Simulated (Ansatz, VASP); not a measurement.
B: VASP beside Ansatz

```
CELL_PARAMETERS angstrom
1.32297 0.76382 2.21333
-1.32297 0.76382 2.21333
0.00000 -1.52763 2.21333
ATOMIC_POSITIONS crystal
B 0.25001 0.25001 0.25001
B 0.74999 0.74999 0.74999
```

Alike in both runs: functional r2SCAN; k mesh 9 × 9 × 9; occupations gaussian, width 0.1 eV; no spin polarisation.

Ansatz relaxed the structure, and its values are those at the end. VASP's run is a single point on that final structure, the one shown.

|  | VASP | Ansatz |
| --- | --- | --- |
| version | VASP 6.6.1 | Ansatz 0.2.0 |
| potentials or method | VASP PAW PBE potentials, release 64 (B), cutoff 550 eV | scalar-relativistic, plane waves, PAW |
| valence electrons in the cell | 6 | 6 |

Ansatz gave:

```
gap on the k mesh at the Fermi level (eV) : none
pressure (GPa)                            : 0.0
```

What did VASP give for the same quantities?

gap on the k mesh at the Fermi level (eV): none; pressure (GPa): -0.1.

VASP's potentials were made for PBE, not for r2SCAN. A gap of «none» marks a metal or a gap that the smearing closes.
